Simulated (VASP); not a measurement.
Input of a VASP 6.6.1 run:

Contents of POSCAR:

```
LiH
1.0
    0.0000000000      1.9984726927      1.9984726927
    1.9984726927      0.0000000000      1.9984726927
    1.9984726927      1.9984726927      0.0000000000
Li H
1 1
Direct
    0.0000000000      0.0000000000      0.0000000000
    0.5000000000      0.5000000000      0.5000000000
```

The input INCAR.step1:

```
SYSTEM = LiH
ALGO = Normal ; EDIFF = 1E-5
ENCUT = 520 ; GGA = PE
ISIF = 2 ; ISMEAR = 0
LASPH = .True. ; LREAL = .False.
LWAVE = .True. ; NBANDS = 9
NELM = 60 ; PREC = Accurate
SIGMA = 0.01
```

The input INCAR.step2:

```
SYSTEM = LiH
AEXX = 0.4 ; ALGO = Normal
EDIFF = 1E-6 ; ENCUT = 520
GGA = PE ; HFSCREEN = 0.2078
ISIF = 2 ; ISMEAR = 0
ISTART = 1 ; LASPH = .True.
LCHARG = .True. ; LELF = .True.
LHFCALC = .True. ; LREAL = .False.
LVHAR = .True. ; LWAVE = .False.
NBANDS = 9 ; NELM = 60
PREC = Accurate ; PRECFOCK = Normal
SIGMA = 0.01
```

File KPOINTS:

```
k-points
0
Gamma
  6 6 6
  0 0 0
```

Potentials or basis: VASP PAW PBE potentials, release 64 (Li_sv, H).

Launch:

```console
$ cat potpaw_PBE.64/Li_sv/POTCAR potpaw_PBE.64/H/POTCAR > POTCAR
$ cp INCAR.step1 INCAR
$ mpirun -np 1 vasp_std > vasp.out
$ cp INCAR.step2 INCAR
$ mpirun -np 1 vasp_std > vasp.out
```

(1) Estimate the band gap on the k mesh.

## Answers

(1) 4.59 eV.

Caveat: the k points lie up to 0.45 Å⁻¹ apart.
